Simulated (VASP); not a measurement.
Write the native input for VASP 6.6.1 that does the following.

- Task: relaxation of cell and atoms
- Functional: PBEsol
- Potentials or basis: VASP PAW PBE potentials, release 64 (Zr_sv)
- Cutoff: 600 eV
- k mesh: 15 × 15 × 8
- Occupations: gaussian, width 0.1 eV
- Spin: no spin polarisation
- Dipole correction: no
- Further INCAR settings: ALGO = Fast; EDIFF = 1e-07; IBRION = 2; EDIFFG = -0.005; NSW = 70; ISIF = 3

The structure of Zr lies in POSCAR:

```
Zr
1.0
    3.2327898639      0.0000000000      0.0000000000
   -1.6163949319      2.7996781472      0.0000000000
    0.0000000000      0.0000000000      5.1691199241
Zr
2
Direct
    0.3333333333      0.6666666667      0.2500000000
    0.6666666667      0.3333333333      0.7500000000
```

These files were run (other wordings do the same):

INCAR

```
SYSTEM = Zr
  ALGO = Fast
  EDIFF = 1E-7
  EDIFFG = -0.005
  ENCUT = 600
  GGA = PS
  IBRION = 2
  ISIF = 3
  ISMEAR = 0
  LASPH = .TRUE.
  LCHARG = .FALSE.
  LREAL = .FALSE.
  LWAVE = .FALSE.
  NELM = 80
  NSW = 70
  PREC = Accurate
  SIGMA = 0.1
```

KPOINTS

```
k-points
0
G
  15 15 8
  0 0 0
```

Potentials or basis: VASP PAW PBE potentials, release 64 (Zr_sv).

Run with:

```sh
$ cat potpaw_PBE.64/Zr_sv/POTCAR > POTCAR
$ mpirun -np 1 vasp_std > vasp.out
```

Results of the run:

```
Relaxed volume                         : 22.48 Å³/atom
Relaxed cell                           : a = 3.184 Å, b = 3.184 Å, c = 5.119 Å, α = 90.00°, β = 90.00°, γ = 120.00°
Space group after relaxing (to 0.05 Å) : P6_3/mmc (No. 194)
Energy gained by relaxing              : 10.9 meV/atom
Ionic steps                            : 8
Pressure after relaxing                : 0.0 GPa
Band gap on the k mesh                 : zero (band 12 reaches 10.23 eV, above the bottom of band 13 at 8.93 eV)
```

Caveat: the PAW data sets were made with another functional, which shifts forces and pressure a little.

It took 15 min on 1 thread of Intel Xeon 6975P-C, on a shared host, peak memory 0.27 GiB.
